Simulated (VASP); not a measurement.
# Ba (Fd-3m) in VASP: a series of runs, part 2 of 2

VASP 6.6.1. Earlier steps stand in the parts before.

**3. Relaxation of cell and atoms, LDA, target pressure -0.15 GPa, at which the enthalpy is minimised**

This run uses another cell than the first one, of 68.99 Å³/atom.

Contents of INCAR:

```
PREC = Accurate
ENCUT = 600
EDIFF = 1E-6
ISMEAR = -1
SIGMA = 0.1
LREAL = False
LASPH = True
NELM = 100
ALGO = Normal
ISIF = 3
LWAVE = False
LCHARG = False
IBRION = 2
NSW = 60
EDIFFG = -0.005
PSTRESS = -1.5
```

Contents of KPOINTS:

```
Automatic mesh
0
Gamma
  8 8 8
```

Contents of POSCAR:

```
Ba
1.0
    0.0000000000      4.1012824266      4.1012824266
    4.1012824266      0.0000000000      4.1012824266
    4.1012824266      4.1012824266      0.0000000000
Ba
2
Direct
   -0.1250000000     -0.1250000000     -0.1250000000
    0.1250000000      0.1250000000      0.1250000000
```

Potentials or basis: VASP PAW LDA potentials, release 64 (Ba_sv).

Run with:

```
> cat potpaw_LDA.64/Ba_sv/POTCAR > POTCAR
> mpirun -np 1 vasp_std > vasp.out
```

OUTCAR:

```text
PREC = Accurate
   ENCUT = 600
   EDIFF = 1E-6
   ISMEAR = -1
   LREAL = False
   LASPH = True
   NELM = 100
   ISIF = 3
   IBRION = 2
   NSW = 60
   EDIFFG = -0.005
   PSTRESS = -1.5

 ion  position               nearest neighbor table
   1  0.875  0.875  0.875-   2 3.55   2 3.55   2 3.55   2 3.55
   2  0.125  0.125  0.125-   1 3.55   1 3.55   1 3.55   1 3.55

  LATTYP: Found a face centered cubic cell.
 ALAT       =     8.2025648532

  Lattice vectors:

 A1 = (   0.0000000000,   4.1012824266,   4.1012824266)
 A2 = (   4.1012824266,   0.0000000000,   4.1012824266)
 A3 = (   4.1012824266,   4.1012824266,   0.0000000000)

Analysis of symmetry for initial positions (statically):
=====================================================================
 Subroutine PRICEL returns:
 Original cell was already a primitive cell.

 Routine SETGRP: Setting up the symmetry group for a
 face centered cubic supercell.

 Subroutine GETGRP returns: Found 48 space group operations
 (whereof 12 operations were pure point group operations)
 out of a pool of 48 trial point group operations.

The static configuration has the point symmetry D_3d.
 The point group associated with its full space group is O_h .

Analysis of symmetry for dynamics (positions and initial velocities):
=====================================================================
 Subroutine PRICEL returns:
 Original cell was already a primitive cell.

 Routine SETGRP: Setting up the symmetry group for a
 face centered cubic supercell.

 Subroutine GETGRP returns: Found 48 space group operations
 (whereof 12 operations were pure point group operations)
 out of a pool of 48 trial point group operations.

The dynamic configuration has the point symmetry D_3d.
 The point group associated with its full space group is O_h .

 Subroutine INISYM returns: Found 48 space group operations
 (whereof 12 operations are pure point group operations),
 and found     1 'primitive' translations

----------------------------------------------------------------------------------------

                                     Primitive cell

  volume of cell :     137.9714

  direct lattice vectors                    reciprocal lattice vectors
     0.000000000  4.101282427  4.101282427    -0.121913087  0.121913087  0.121913087
     4.101282427  0.000000000  4.101282427     0.121913087 -0.121913087  0.121913087
     4.101282427  4.101282427  0.000000000     0.121913087  0.121913087 -0.121913087

  length of vectors
     5.800089231  5.800089231  5.800089231     0.211159660  0.211159660  0.211159660

  position of ions in fractional coordinates (direct lattice)
     0.875000000  0.875000000  0.875000000
     0.125000000  0.125000000  0.125000000

  ion indices of the primitive-cell ions
   primitive index   ion index
                 1           1
                 2           2

----------------------------------------------------------------------------------------

 KPOINTS: Automatic mesh

Automatic generation of k-mesh.
 Grid dimensions read from file:
 generate k-points for:    8    8    8

 Generating k-lattice:

[... 62 lines left out ...]
   LREAL  =      F    real-space projection
   EDIFFG = -.5E-02   stopping-criterion for IOM
   NSW    =     60    number of steps for IOM
   IBRION =      2    ionic relax: 0-MD 1-quasi-New 2-CG
   NFREE  =      1    steps in history (QN), initial steepest desc. (CG)
   ISIF   =      3    stress and relaxation
   ISYM   =      2    0-nonsym 1-usesym 2-fastsym
   POTIM  = 0.5000    time-step for ionic-motion
   TEBEG  =    0.0;   TEEND  =   0.0 temperature during run
   PSTRESS=   -1.5 pullay stress
   NELECT =      20.0000    total number of electrons
   NUPDOWN=      -1.0000    fix difference up-down
   EMIN   =  10.00;   EMAX   =-10.00  energy-range for DOS
   EFERMI =   0.00;   METHOD = LEGACY
   ISMEAR =    -1;   SIGMA  =   0.10  broadening in eV -4-tet -1-fermi 0-gaus
   EFERMI_NEDOS =   21; number of points for ismear=-14 and -15
   IALGO  =     38    algorithm
   IMIX   =      4    mixing-type and parameters
     AMIX     =   0.40;   BMIX     =  1.00
     AMIX_MAG =   1.60;   BMIX_MAG =  1.00
  volume/ion in A,a.u.               =      68.99       465.54
  Fermi-wavevector in a.u.,A,eV,Ry     =   0.859980  1.625127 10.062407  0.739566
  Thomas-Fermi vector in A             =   1.977416
   LORBIT       =      0    0 simple, 1 ext, 2 COOP (PROOUT), +10 PAW based schemes
   GGA     = CA    functional components
   LHFCALC =     F    Hartree Fock is set to
   AEXX    =    0.0000 exact exchange contribution
   IVDW    =     0    specifies the selected vdW correction
   LEPSILON=     F    determine dielectric tensor
   LRPA    =     F    only Hartree local field effects (RPA)
 conjugate gradient relaxation of ions
 non-spin polarized calculation
  energy-cutoff  :      600.00
  volume of cell :      137.97
 maximum number of plane-waves:      4645
 NGX is ok and might be reduce to    48
   NGX = 23   NGY = 23   NGZ = 23

--------------------------------------- Ionic step        1  -------------------------------------------

 number of electron      20.0000001 magnetization

 Free energy of the ion-electron system (eV)
  ---------------------------------------------------
  ext. energy  EPLUGINS =         0.00000000
  ---------------------------------------------------
  free energy    TOTEN  =        -2.59915704 eV

  energy without entropy =       -2.46189841  energy(sigma->0) =       -2.53052773

------------------------ aborting loop because EDIFF is reached ----------------------------------------

  FORCE on cell =-STRESS in cart. coord.  units (eV):
  Direction    XX          YY          ZZ          XY          YZ          ZX
  --------------------------------------------------------------------------------------
  -------------------------------------------------------------------------------------
  Total       -1.1300309     -1.1300309     -1.1300309      0.0000000      0.0000000     -0.0000000
  in kB      -13.1223575    -13.1223575    -13.1223575      0.0000000      0.0000000     -0.0000000
  external PRESSURE =     -11.6223575 kB  Pullay stress =      -1.5000000 kB
[... 97 lines left out ...]
  energy  without entropy=       -2.7951590814  energy(sigma->0) =       -2.83184476

  enthalpy is  TOTEN    =        -2.9671151459 eV   P V=       -0.0985847073

[... ionic steps 4 to 7 ...]

--------------------------------------- Ionic step        8  -------------------------------------------

 number of electron      19.9999999 magnetization

------------------------ aborting loop because EDIFF is reached ----------------------------------------
[... 71 lines left out ...]
--------------------------------------- Ionic step       10  -------------------------------------------

 number of electron      19.9999999 magnetization

 Free energy of the ion-electron system (eV)
  ---------------------------------------------------
  ext. energy  EPLUGINS =         0.00000000
  ---------------------------------------------------
  free energy    TOTEN  =        -2.87662841 eV

  energy without entropy =       -2.80546295  energy(sigma->0) =       -2.84104568

 E-fermi :   1.8045     XC(G=0):  -8.1776

 val. band max:        1.7907032117   @ k =   0.5000   0.0000   0.0000
 cond. band min:       1.8352766613   @ k =   0.1250   0.0000   0.0000
 fundamental gap:      0.0445734496
 Fermi energy:         1.8044651774

 k-point     1 :       0.0000    0.0000    0.0000
  band No.  band energies     occupation
      1     -27.4770      2.00000
      2     -26.5096      2.00000
      3     -13.0696      2.00000
      4     -13.0696      2.00000
      5     -13.0696      2.00000
      6     -11.6089      2.00000
      7     -11.6089      2.00000
      8     -11.6089      2.00000
      9      -0.2219      2.00000
     10       1.9296      0.44488
     11       1.9296      0.44488
     12       3.3013      0.00000
     13       3.3013      0.00000
     14       3.3013      0.00000
[... 377 lines left out ...]
      1     -27.1830      2.00000
      2     -26.8427      2.00000
      3     -13.4556      2.00000
      4     -13.3353      2.00000
      5     -12.7599      2.00000
      6     -11.8460      2.00000
      7     -11.2554      2.00000
      8     -11.1357      2.00000
      9       1.1183      1.99791
     10       1.4007      1.96534
     11       2.2528      0.02235
     12       2.6215      0.00057
     13       3.3359      0.00000
     14       3.8296      0.00000

 [... further k-points ...]

------------------------ aborting loop because EDIFF is reached ----------------------------------------

  FORCE on cell =-STRESS in cart. coord.  units (eV):
  Direction    XX          YY          ZZ          XY          YZ          ZX
  --------------------------------------------------------------------------------------
  -------------------------------------------------------------------------------------
  Total       -0.0862751     -0.0862751     -0.0862751      0.0000000     -0.0000000      0.0000000
  in kB       -1.3548848     -1.3548848     -1.3548848      0.0000000     -0.0000000      0.0000000
  external PRESSURE =       0.1451152 kB  Pullay stress =      -1.5000000 kB
[... 21 lines left out ...]
  energy  without entropy=       -2.8054629516  energy(sigma->0) =       -2.84104568

  enthalpy is  TOTEN    =        -2.9721439835 eV   P V=       -0.0955155775

 reached required accuracy - stopping structural energy minimisation
```

OSZICAR:

```text
N       E                     dE             d eps       ncg     rms          rms(c)
DAV:   1     0.164893960373E+03    0.16489E+03   -0.86684E+03   812   0.127E+03
DAV:   2     0.896408849472E+01   -0.15593E+03   -0.15362E+03  1302   0.231E+02
[... 80 lines left out ...]
   9 F= -.29721343E+01 E0= -.29365302E+01  d E =-.452592E-05
       N       E                     dE             d eps       ncg     rms          rms(c)
DAV:   1    -0.287668998437E+01   -0.13884E-03   -0.16852E-03  1130   0.313E-01    0.396E-02
DAV:   2    -0.287664245951E+01    0.47525E-04   -0.11584E-04  1004   0.777E-02    0.168E-02
DAV:   3    -0.287662788654E+01    0.14573E-04   -0.73069E-05  1172   0.546E-02    0.528E-03
DAV:   4    -0.287662840595E+01   -0.51942E-06   -0.27917E-06  1020   0.902E-03
  10 F= -.29721440E+01 E0= -.29365613E+01  d E =-.141890E-04
```

It took 9.2 min on 1 thread of Intel Xeon Platinum 8488C (Sapphire Rapids), shared host; peak memory 0.3 GiB.

What came out:

- Free energy: -2.8766 eV
- Relaxed volume: 51.01 Å³/atom
- Relaxed cell: a = 5.245 Å, b = 5.245 Å, c = 5.245 Å, α = 60.00°, β = 60.00°, γ = 60.00°
- Space group after relaxing (to 0.1 Å): Fd-3m (No. 227)
- Energy change on relaxing (the run minimises the enthalpy): -138.7 meV/atom
- Ionic steps: 10
- Pressure after relaxing: -0.1 GPa
- Band gap on the k mesh: zero (bands 10 and 11 overlap by 0.16 eV)

The path:
| step | energy change (eV) | largest force (eV/Å) | pressure (GPa) | volume (Å³) |
| --- | --- | --- | --- | --- |
| 1 | 0.0000 | 0.0000 | -1.31 | 137.97 |
| 2 | -0.0857 | 0.0000 | -1.49 | 128.22 |
| 3 | -0.2694 | 0.0000 | -0.60 | 105.30 |
| 4 | -0.2699 | 0.0000 | 0.73 | 97.24 |
| 5 | -0.2771 | 0.0000 | -0.22 | 102.37 |
| 6 | -0.2777 | 0.0000 | -0.12 | 101.72 |
| 7 | -0.2776 | 0.0000 | -0.12 | 101.94 |
| 8 | -0.2767 | 0.0000 | -0.25 | 102.59 |
| 9 | -0.2774 | 0.0000 | -0.18 | 102.09 |
| 10 | -0.2775 | 0.0000 | -0.14 | 102.02 |

Final structure:
```cif
data_structure
_symmetry_space_group_name_H-M 'P 1'
_symmetry_Int_Tables_number 1
_cell_length_a 5.2449
_cell_length_b 5.2449
_cell_length_c 5.2449
_cell_angle_alpha 60.000
_cell_angle_beta 60.000
_cell_angle_gamma 60.000
_cell_volume 102.02
loop_
_atom_site_label
_atom_site_type_symbol
_atom_site_fract_x
_atom_site_fract_y
_atom_site_fract_z
_atom_site_occupancy
Ba1 Ba 0.87500 0.87500 0.87500 1
Ba2 Ba 0.12500 0.12500 0.12500 1
```

Levels at points of the mesh, in eV from the Fermi level:
```
           k point  band 8  band 9  band 10  band 11  band 12  band 13
(0.00, 0.00, 0.00)  -13.41   -2.03     0.13     0.13     1.50     1.50
(0.50, 0.00, 0.00)  -13.16   -0.15    -0.01     0.26     0.26     1.09
(0.50, 0.50, 0.00)  -12.89   -0.76    -0.76     1.12     1.12     2.18
```

Caveat: the cell is relaxed towards a set pressure, so the run minimises the enthalpy, not the energy; the volume moved by over 15 % at a fixed basis, so the end points are rough; spin-orbit coupling is left out, which moves the levels of the heavy elements.
